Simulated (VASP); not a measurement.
Wanted: the native input for a VASP 6.6.1 run.

```
Task                   : single point
Functional             : PBE
Potentials or basis    : VASP PAW PBE potentials, release 64 (Al, H)
Cutoff                 : 520 eV
k mesh                 : 5 × 5 × 1
Occupations            : gaussian, width 0.1 eV
Spin                   : no spin polarisation
Dipole correction      : yes
Further INCAR settings : ALGO = Normal; EDIFF = 1e-06; NBANDS = 32
```

The structure of Al6H lies in POSCAR:

```
Al6H
1.0
    5.7135165837      0.0000000000      0.0000000000
    0.0000000000      5.7135165837      0.0000000000
    0.0000000000      0.0000000000     22.1746954375
Al H
12 2
Direct
    0.2500000000      0.2500000000      0.1803857921
    0.2500000000      0.7500000000      0.1803857921
    0.7500000000      0.2500000000      0.1803857921
    0.7500000000      0.7500000000      0.1803857921
    0.0000000000      0.0000000000      0.2744050924
    0.0000000000      0.5000000000      0.2744050924
    0.5000000000      0.0000000000      0.2744050924
    0.5000000000      0.5000000000      0.2744050924
    0.2500000000      0.2500000000      0.3686497278
    0.2500000000      0.7500000000      0.3686497278
    0.7500000000      0.2500000000      0.3686497278
    0.7500000000      0.7500000000      0.3686497278
    0.0000000000     -0.0656338342      0.5309969407
    0.0000000000      0.0656338342      0.5309969407
```

These files were run (other wordings do the same):

INCAR

```
SYSTEM = Al6H
  PREC = Accurate
  ENCUT = 520
  EDIFF = 1E-6
  ISMEAR = 0
  SIGMA = 0.1
  LREAL = .FALSE.
  LASPH = .TRUE.
  NELM = 80
  ALGO = Normal
  ISIF = 2
  LWAVE = .FALSE.
  LCHARG = .FALSE.
  LDIPOL = .TRUE.
  IDIPOL = 3
  DIPOL = 0.5 0.5 0.311
  GGA = PE
  NBANDS = 32
```

KPOINTS

```
Automatic mesh
0
G
  5 5 1
  0 0 0
```

Potentials or basis: VASP PAW PBE potentials, release 64 (Al, H).

Launch:

```console
$ cat potpaw_PBE.64/Al/POTCAR potpaw_PBE.64/H/POTCAR > POTCAR
$ mpirun -np 1 vasp_std > vasp.out
```

Results of the run:

| Quantity | Value |
| --- | --- |
| Largest force | 0.035 eV/Å |
| Band gap on the k mesh | zero (bands 19 and 20 overlap by 0.51 eV) |

It took 15 min on 1 thread of AMD EPYC 7R43 64-Core Processor (Zen 3), with other jobs on the host, peak memory 0.61 GiB.
